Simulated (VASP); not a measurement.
Set up this calculation in VASP 6.6.1, as the native input.

* Task: electric field gradients
* Functional: PBEsol
* Potentials or basis: VASP PAW PBE potentials, release 64 (Cd, S)
* Cutoff: 520 eV
* k mesh: 7 × 7 × 7
* Occupations: fermi-dirac, width 0.03 eV
* Spin: no spin polarisation
* Dipole correction: no
* Further INCAR settings: ALGO = Normal; EDIFF = 1e-08; NBANDS = 16

The structure of CdS (Hawleyite) lies in POSCAR:

```
CdS
1.0
    0.0000000000      2.9165000000      2.9165000000
    2.9165000000      0.0000000000      2.9165000000
    2.9165000000      2.9165000000      0.0000000000
Cd S
1 1
Direct
    0.0000000000      0.0000000000      0.0000000000
    0.2500000000      0.2500000000      0.2500000000
```

One way to write it, as run:

INCAR

```
PREC = Accurate
ENCUT = 520
EDIFF = 1E-8
ISMEAR = -1
SIGMA = 0.03
LREAL = F
LASPH = T
NELM = 60
ALGO = Normal
ISIF = 2
LWAVE = F
LCHARG = F
GGA = PS
LEFG = T
NBANDS = 16
```

KPOINTS

```
regular mesh
0
Gamma
  7 7 7
```

Potentials or basis: VASP PAW PBE potentials, release 64 (Cd, S).

Launch:

```sh
$ cat potpaw_PBE.64/Cd/POTCAR potpaw_PBE.64/S/POTCAR > POTCAR
$ mpirun -np 1 vasp_std > vasp.out
```

It gave:

| Quantity | Value |
| --- | --- |
| Pressure | 0.1 GPa |
| Band gap on the k mesh | 1.01 eV, direct |

Caveat: without QUAD_EFG the Cq values of the log hold for a quadrupole moment of 1 mb, not for the nuclei; the PAW data sets were made with another functional, which shifts forces and pressure a little.

Run time: 13 s on 1 thread of Intel(R) Xeon(R) Platinum 8488C (Sapphire Rapids) (shared host), peak memory 0.18 GiB.
